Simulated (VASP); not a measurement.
# MoP in VASP: notebook, part 2 of 2

VASP 6.6.1. The steps go on from the part before.

**4. Single point, PBEsol**

INCAR

```
SYSTEM = MoP
PREC = Accurate
ENCUT = 520
EDIFF = 1E-7
ISMEAR = 0
SIGMA = 0.1
LREAL = Auto
LASPH = .TRUE.
NELM = 100
ALGO = Fast
ISIF = 2
LWAVE = .FALSE.
LCHARG = .FALSE.
LDIPOL = .TRUE.
IDIPOL = 3
DIPOL = 0.5 0.5 0.500
GGA = PS
ISYM = 0
NBANDS = 100
```

KPOINTS

```
Automatic mesh
0
G
  11 5 1
  0 0 0
```

POSCAR

```
MoP
1.0
    3.2062346803      0.0000000000      0.0000000000
   -1.6031173402      6.9289602446      0.0000000000
    0.0000000000      0.0000000000     25.3879082787
Mo P
9 9
Direct
    0.8019139327      0.6039473072      0.3037912432
    0.5827769269      0.1651343534      0.3510088501
    0.3686718829      0.7370395226      0.3938170942
    0.1594394884      0.3187953220      0.4449787923
    0.9495914738      0.8993742239      0.4961227852
    0.7407558458      0.4816489100      0.5456909487
    0.5294048226      0.0585450605      0.5958155201
    0.3189519953      0.6388753434      0.6451665675
    0.1127575136      0.2251019869      0.6891962971
    0.4329643192      0.8659560492      0.3013065029
    0.2095583967      0.4192564807      0.3501923035
    0.0005722283      0.0007745373      0.4045899788
    0.7912652626      0.5824470701      0.4533242904
    0.5808831945      0.1622396370      0.5043851755
    0.3722875556      0.7448297488      0.5548846843
    0.1616712111      0.3232008002      0.6027539154
    0.9513887861      0.9027075032      0.6601755442
    0.7336180762      0.4670719684      0.7027995066
```

Potentials or basis: VASP PAW PBE potentials, release 64 (Mo_sv, P).

Command:

```console
$ cat potpaw_PBE.64/Mo_sv/POTCAR potpaw_PBE.64/P/POTCAR > POTCAR
$ mpirun -np 1 vasp_std > vasp.out
```

OUTCAR:

```text
SYSTEM = MoP
   PREC = Accurate
   ENCUT = 520
   EDIFF = 1E-7
   ISMEAR = 0
   LREAL = Auto
   LASPH = .TRUE.
   NELM = 100
   ISIF = 2
   GGA = PS
   ISYM = 0

 ion  position               nearest neighbor table
   1  0.802  0.604  0.304-  11 2.37  11 2.37  10 2.42  10 2.42   3 2.94   3 2.94   2 3.27
   2  0.583  0.165  0.351-  11 2.38  11 2.38  12 2.39  12 2.39  10 2.43   4 3.06   4 3.07   3 3.16
                             1 3.27
   3  0.369  0.737  0.394-  12 2.45  12 2.45  13 2.45  13 2.45  11 2.46  10 2.51   1 2.94   1 2.94
                             2 3.16   4 3.18   5 3.25   5 3.25
   4  0.159  0.319  0.445-  12 2.43  13 2.44  13 2.44  14 2.45  14 2.45  11 2.51   2 3.06   2 3.07
                             3 3.18   5 3.18   6 3.22   6 3.22
   5  0.950  0.899  0.496-  12 2.43  14 2.44  14 2.44  15 2.44  15 2.44  13 2.45   6 3.16   4 3.18
                             7 3.19   7 3.19   3 3.25   3 3.25
   6  0.741  0.482  0.546-  16 2.42  16 2.42  15 2.44  15 2.44  13 2.45  14 2.45   5 3.16   8 3.18
                             8 3.18   7 3.20   4 3.22   4 3.22
   7  0.529  0.059  0.596-  15 2.41  14 2.43  16 2.44  16 2.44  17 2.53  17 2.53   9 3.09   9 3.09
                             8 3.17   5 3.19   5 3.19   6 3.20
   8  0.319  0.639  0.645-  15 2.41  16 2.44  17 2.46  17 2.46  18 2.47  18 2.48   9 3.08   7 3.17
                             6 3.18   6 3.18
   9  0.113  0.225  0.689-  16 2.30  18 2.34  18 2.35  17 2.35   8 3.08   7 3.09   7 3.09
  10  0.433  0.866  0.301-   1 2.42   1 2.42   2 2.43   3 2.51
  11  0.210  0.419  0.350-   1 2.37   1 2.37   2 2.38   2 2.38   3 2.46   4 2.51
  12  0.001  0.001  0.405-   2 2.39   2 2.39   5 2.43   4 2.43   3 2.45   3 2.45
  13  0.791  0.582  0.453-   4 2.44   4 2.44   6 2.45   3 2.45   3 2.45   5 2.45
  14  0.581  0.162  0.504-   7 2.43   5 2.44   5 2.44   6 2.45   4 2.45   4 2.45
  15  0.372  0.745  0.555-   8 2.41   7 2.41   5 2.44   5 2.44   6 2.44   6 2.44
  16  0.162  0.323  0.603-   9 2.30   6 2.42   6 2.42   8 2.44   7 2.44   7 2.44
  17  0.951  0.903  0.660-   9 2.35   8 2.46   8 2.46   7 2.53   7 2.53
  18  0.734  0.467  0.703-   9 2.34   9 2.35   8 2.47   8 2.48

IMPORTANT INFORMATION: All symmetrisations will be switched off!
NOSYMM: (Re-)initialisation of all symmetry stuff for point group C_1.

----------------------------------------------------------------------------------------

                                     Primitive cell

[... 190 lines left out ...]
  ---------------------------------------------------
  ext. energy  EPLUGINS =         0.00000000
  ---------------------------------------------------
  free energy    TOTEN  =      -164.83104105 eV

  energy without entropy =     -164.76717465  energy(sigma->0) =     -164.79910785

 E-fermi :   2.9272     XC(G=0):  -6.5165

 val. band max:        2.9246384643   @ k =   0.4545   0.4000   0.0000
 cond. band min:       2.9301663102   @ k =  -0.2727   0.2000   0.0000
 fundamental gap:      0.0055278460
 Fermi energy:         2.9272168637

 k-point     1 :       0.0000    0.0000    0.0000
  band No.  band energies     occupation
      1     -58.1129      2.00000
      2     -58.0946      2.00000
      3     -58.0820      2.00000
      4     -58.0339      2.00000
      5     -58.0153      2.00000
      6     -57.9843      2.00000
[... 2389 lines left out ...]
     96       4.8676      0.00000
     97       4.9401      0.00000

 [... further k-points ...]

 [bands above 97 left out]

------------------------ aborting loop because EDIFF is reached ----------------------------------------

 vacuum level on the upper side and lower side of the slab       (xc-potential included)         0.122        -0.144

  FORCE on cell =-STRESS in cart. coord.  units (eV):
  Direction    XX          YY          ZZ          XY          YZ          ZX
  --------------------------------------------------------------------------------------
  -------------------------------------------------------------------------------------
  Total       -6.3753726     -1.5336683      0.3733313      0.0030688     -0.0452597      0.0023909
  in kB      -18.1103089     -4.3566404      1.0605098      0.0087174     -0.1285676      0.0067917
  external PRESSURE =      -7.1354798 kB  Pullay stress =       0.0000000 kB

 VOLUME and BASIS-vectors are now :
 -----------------------------------------------------------------------------
  energy-cutoff  :      520.00
  volume of cell :      564.01
      direct lattice vectors                 reciprocal lattice vectors
     3.206234680  0.000000000  0.000000000     0.311892328  0.072160899  0.000000000
    -1.603117340  6.928960245  0.000000000     0.000000000  0.144321798  0.000000000
     0.000000000  0.000000000 25.387908279     0.000000000  0.000000000  0.039388830

 POSITION                                       TOTAL-FORCE (eV/Angst)
 -----------------------------------------------------------------------------------
      1.60293      4.18473      7.71262        -0.000671     -0.003593     -0.014114
      1.60379      1.14421      8.91138         0.000334      0.000584     -0.012955
      0.00049      5.10692      9.99819         0.001439     -0.000697     -0.007741
      0.00013      2.20892     11.29708         0.000465      0.001077     -0.006112
      1.60281      6.23173     12.59552         0.000067     -0.000433     -0.001574
      1.60290      3.33733     13.85395         0.000068     -0.002458      0.000624
[... 10 lines left out ...]
      1.60323      6.25482     16.76048         0.000042     -0.007882      0.009844
      1.60338      3.23632     17.84261        -0.000626      0.019415      0.021415
 -----------------------------------------------------------------------------------
    total drift:                               -0.009822     -0.000830      0.006289

  FREE ENERGIE OF THE ION-ELECTRON SYSTEM (eV)
  ---------------------------------------------------
  free  energy   TOTEN  =      -164.8310410493 eV

  energy  without entropy=     -164.7671746537  energy(sigma->0) =     -164.79910785

 vacuum level on the upper side and lower side of the slab         7.473         7.201
```

stdout:

```text
POSCAR found type information on POSCAR MoP
 POSCAR found :  2 types and      18 ions
 scaLAPACK will be used
 -----------------------------------------------------------------------------
|                                                                             |
|                                                                             |
[... 21 lines left out ...]
|     Results are often still useful ...                                      |
|                                                                             |
 -----------------------------------------------------------------------------

 POSCAR, INCAR and KPOINTS ok, starting setup
 FFT: planning ... GRIDC
 FFT: planning ... GRID_SOFT
 FFT: planning ... GRID
 WAVECAR not read
 entering main loop
```

Run time: 1.7 h. Hardware: 1 thread of Oxide Virtual Turin-like, shared host; peak memory 1.1 GiB.

Results:

* Free energy: -164.8310 eV
* Largest force: 0.029 eV/Å
* Band gap on the k mesh: zero (an odd number of electrons rules out a gap without spin polarisation)

Forces on the atoms (eV/Å):
```
Mo  -0.001 -0.004 -0.014
Mo   0.000  0.001 -0.013
Mo   0.001 -0.001 -0.008
Mo   0.000  0.001 -0.006
Mo   0.000  0.000 -0.002
Mo   0.000 -0.002  0.001
Mo   0.000 -0.006  0.002
Mo   0.001  0.003  0.000
Mo   0.000 -0.018  0.019
P    0.002  0.007 -0.018
P    0.000  0.002 -0.001
P    0.000 -0.005  0.002
P    0.003  0.002  0.003
P   -0.003  0.003  0.000
P   -0.002  0.001 -0.001
P   -0.001  0.004  0.002
P    0.000 -0.008  0.010
P   -0.001  0.019  0.021
```

Caveat: the PAW data sets were made with another functional, which shifts forces and pressure a little; an odd number of electrons without spin polarisation forces a metal; a magnetic or distorted state may lie lower.

**5. Overview**

```tsv
cell	k mesh	cutoff (eV)	gap on the mesh (eV)	largest force (eV/Å)
a = 3.206, b = 7.112, c = 25.388 Å, angles 90.0, 90.0, 103.0°, 18 atoms, atomic positions A	11 × 5 × 1	400	none	2.46
a = 3.206, b = 4.512, c = 27.191 Å, angles 90.0, 90.0, 110.8°, 12 atoms, atomic positions B	12 × 8 × 1	400	none	2.71
a = 3.206, b = 7.112, c = 25.388 Å, angles 90.0, 90.0, 103.0°, 18 atoms, atomic positions C	11 × 5 × 1	520	none	0.03
```

Alike in all rows: task single point; level PBEsol; potentials or basis VASP PAW PBE potentials, release 64 (Mo_sv, P); no spin polarisation; smearing gaussian 0.1 eV.

Caveats: the PAW data sets were made with another functional, which shifts forces and pressure a little; an odd number of electrons without spin polarisation forces a metal (at least some runs); a magnetic or distorted state may lie lower (at least some runs).

Total energies depend on the potentials used, so only differences within one code and one set of settings carry meaning.
